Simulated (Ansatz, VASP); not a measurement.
# Se: VASP beside Ansatz

The input INCAR:

```
ALGO = Normal
EDIFF = 1E-6
ENCUT = 520
GGA = PS
ISIF = 2
ISMEAR = 0
IVDW = 12
LASPH = T
LCHARG = F
LREAL = F
LWAVE = F
NBANDS = 16
NELM = 100
PREC = Accurate
SIGMA = 0.03
```

Contents of KPOINTS:

```
k-points
0
Gamma
  12 12 8
```

POSCAR

```
Se
1.0
    4.0402334100      0.0000000000      0.0000000000
   -2.0201167050      3.4989447703      0.0000000000
    0.0000000000      0.0000000000      5.1339245941
Se
3
Direct
    0.2610773134      0.0000000000      0.3333333333
    0.0000000000      0.2610773134      0.6666666667
    0.7389226866      0.7389226866      0.0000000000
```

Input for Ansatz:

```yaml
crystal:
  lattice:
    - [4.04023341, 0.0, 0.0]
    - [-2.020116705, 3.4989447703, 0.0]
    - [0.0, 0.0, 5.1339245941]
  atoms:
    - { symbol: Se, position: [0.2610773134, 0.0, 0.3333333333] }
    - { symbol: Se, position: [0.0, 0.2610773134, 0.6666666667] }
    - { symbol: Se, position: [0.7389226866, 0.7389226866, 0.0] }
basis:
  ecutwfc: 420
kpoints:
  mp_grid: { grid: [12, 12, 8] }
hamiltonian:
  xc: pbesol
  dispersion: d3bj
scf:
  occupations: { method: gaussian, width: 0.03 }
output:
  forces: true
  stress: true
  eigenvalues: true
```

Alike in both runs: task single point; functional PBEsol; dispersion D3(BJ); k mesh 12 × 12 × 8; occupations gaussian, width 0.03 eV; no spin polarisation.

|  | VASP | Ansatz |
| --- | --- | --- |
| version | VASP 6.6.1 | Ansatz 0.2.0 |
| potentials or method | VASP PAW PBE potentials, release 64 (Se), cutoff 520 eV | scalar-relativistic, plane waves, PAW |
| valence electrons in the cell | 18 | 48 |

Ansatz gave:

| Item | Value |
| --- | --- |
| gap on the k mesh at the Fermi level (eV) | 0.44 |
| least direct gap on the mesh (eV) | 0.44 |
| pressure (GPa) | -4.4 |
| traceless stress, the component that is largest in VASP (GPa) | -0.16 |
| rms of the force components (eV/Å) | 0.248 |

Problem. Which values does VASP return?

Solution. gap on the k mesh at the Fermi level (eV): 0.43; least direct gap on the mesh (eV): 0.43; pressure (GPa): -4.3; traceless stress, the component that is largest in VASP (GPa): -0.11; rms of the force components (eV/Å): 0.236.

VASP's potentials were made for PBE, not for PBEsol. Atom by atom the forces differ by 0.012 eV/Å (rms over components). VASP's potentials hold 18 valence electrons a cell and Ansatz's 48, so a difference there can come from the potentials and not from the codes.
